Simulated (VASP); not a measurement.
Input of a VASP 6.6.1 run:

POSCAR

```
HfO2
1.0
    0.0000000000      2.5575000000      2.4935625000
    2.5575000000      0.0000000000      2.4935625000
    2.5575000000      2.5575000000      0.0000000000
Hf O
1 2
Direct
    0.0000000000      0.0000000000      0.0000000000
    0.2500000000      0.2500000000      0.2500000000
    0.7500000000      0.7500000000      0.7500000000
```

INCAR.step1

```
PREC = Accurate ; ENCUT = 520
ISMEAR = 0 ; SIGMA = 0.05
LREAL = False ; LASPH = True
NELM = 80 ; NBANDS = 18
GGA = PE ; ALGO = Normal
EDIFF = 1E-4 ; LWAVE = True
LCHARG = False
```

Contents of INCAR.step2:

```
PREC = Accurate ; ENCUT = 520
EDIFF = 1E-6 ; ISMEAR = 0
SIGMA = 0.05 ; LREAL = False
LASPH = True ; NELM = 80
ALGO = Normal ; ISIF = 2
LWAVE = False ; LCHARG = True
METAGGA = R2SCAN ; LMIXTAU = True
LELF = True ; LVHAR = True
NBANDS = 18 ; ISTART = 1
```

File KPOINTS:

```
regular mesh
0
Gamma
  8 8 8
```

Potentials or basis: VASP PAW PBE potentials, release 64 (Hf_pv, O).

Command:

```bash
$ cat potpaw_PBE.64/Hf_pv/POTCAR potpaw_PBE.64/O/POTCAR > POTCAR
$ cp INCAR.step1 INCAR
$ mpirun -np 1 vasp_std > vasp.out
$ cp INCAR.step2 INCAR
$ mpirun -np 1 vasp_std > vasp.out
```

(1) What does it give for the band gap on the k mesh?

(2) Predict the pressure.

Results:

(1) 4.07 eV, indirect (least direct gap 4.08 eV).

(2) -6.0 GPa.

Caveat: the cell differs from its parent crystal (strain +0.000 along x and y, -0.025 along z); the PAW data sets were made with another functional, which shifts forces and pressure a little; spin-orbit coupling is left out, which moves the levels of the heavy elements.
